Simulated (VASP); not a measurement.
**SrTiO3: single point with PBE**

The system is SrTiO3.

```
Sr Ti O
1.0
     3.93641    0.00000    0.00000
     0.00000    3.93641    0.00000
     0.00000    0.00000    3.93641
Sr Ti O
1 1 3
Direct
  0.95204 0.00000 0.00000
  0.55853 0.50000 0.50000
  0.02033 0.50000 0.50000
  0.53361 0.00000 0.50000
  0.53361 0.50000 0.00000
```

This cell differs from its parent crystal: mode 1 frozen in at +0.000 Å and mode 7 at -0.230 Å (largest displacements).

```yaml
Program: VASP 6.6.1
Task: single point
Functional: PBE
Potentials_or_basis: VASP PAW PBE potentials, release 64 (Sr_sv, Ti_sv, O)
Cutoff: 520 eV
k_mesh: 8 × 8 × 8
Occupations: gaussian, width 0.05 eV
Spin: no spin polarisation
Dipole_correction: no
Further_INCAR_settings: ALGO = Normal; EDIFF = 1e-06; NBANDS = 28
```

```json
{
  "Pressure": "5.1 GPa",
  "Largest force": "1.423 eV/Å",
  "Band gap on the k mesh": "1.88 eV, indirect (least direct gap 2.31 eV)"
}
```

Forces in eV/Å, atoms in the order of the input:
```
Sr   1.423  0.000  0.000
Ti  -1.400  0.000  0.000
O    0.403  0.000  0.000
O   -0.213  0.000  0.000
O   -0.213  0.000  0.000
```

Stress tensor (GPa, compression positive):
```
6.50 0.00 0.00
0.00 4.42 0.00
0.00 0.00 4.42
```

Levels at points of the mesh, in eV from the valence-band top:
| k point | band 16 | band 17 | band 18 | band 19 | band 20 | band 21 | band 22 | band 23 | band 24 | band 25 |
| --- | --- | --- | --- | --- | --- | --- | --- | --- | --- | --- |
| (0.00, 0.00, 0.00) | -1.30 | -1.13 | -0.50 | -0.43 | -0.43 | 1.88 | 2.28 | 2.28 | 4.33 | 4.58 |
| (0.50, 0.00, 0.00) | -2.26 | -2.26 | -1.85 | -0.69 | -0.69 | 2.02 | 3.93 | 3.93 | 4.33 | 6.52 |
| (0.00, 0.50, 0.00) | -2.34 | -2.24 | -1.40 | -0.91 | -0.73 | 2.43 | 3.77 | 3.87 | 4.49 | 6.40 |
| (0.50, 0.50, 0.00) | -2.67 | -1.70 | -1.46 | -1.38 | -0.03 | 3.78 | 3.96 | 4.36 | 5.29 | 7.81 |
| (0.00, 0.50, 0.50) | -2.53 | -1.66 | -1.66 | -1.65 | -0.12 | 3.91 | 3.91 | 4.19 | 5.32 | 7.80 |
| (0.50, 0.50, 0.50) | -3.59 | -3.47 | -0.04 | 0.00 | 0.00 | 4.42 | 4.49 | 4.49 | 6.86 | 7.19 |

Wall time 110 s on 1 thread of Intel(R) Xeon(R) Platinum 8259CL CPU @ 2.50GHz (Skylake/Cascade Lake), with other jobs on the host, peak memory 0.26 GiB.

Caveat: the cell differs from its parent crystal (mode 1 frozen in at +0.000 Å and mode 7 at -0.230 Å (largest displacements)); forces of over 1 eV/Å act on the atoms, so gaps and moduli don't describe the material at rest. A k mesh can miss the band edges.
